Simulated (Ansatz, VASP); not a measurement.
## One calculation of Rb, two programs

```
Rb
1.0
     0.00000    3.64591    3.64591
     3.64591    0.00000    3.64591
     3.64591    3.64591    0.00000
Rb
1
Direct
  0.00000 0.00000 0.00000
```

Change from the starting cell: volume scaled by 1.06.

Alike in both runs: task single point; functional PBE; k mesh 11 × 11 × 11; occupations fermi-dirac, width 0.03 eV; no spin polarisation.

|  | VASP | Ansatz |
| --- | --- | --- |
| version | VASP 6.6.1 | Ansatz 0.2.0 |
| potentials or method | VASP PAW PBE potentials, release 64 (Rb_sv), cutoff 520 eV | all-electron LAPW, scalar-relativistic |

```csv
,VASP,Ansatz,Ansatz less VASP
pressure (GPa),-0.1,-0.1,0.00
```

Ansatz ran all-electron here, and VASP with PAW potentials.
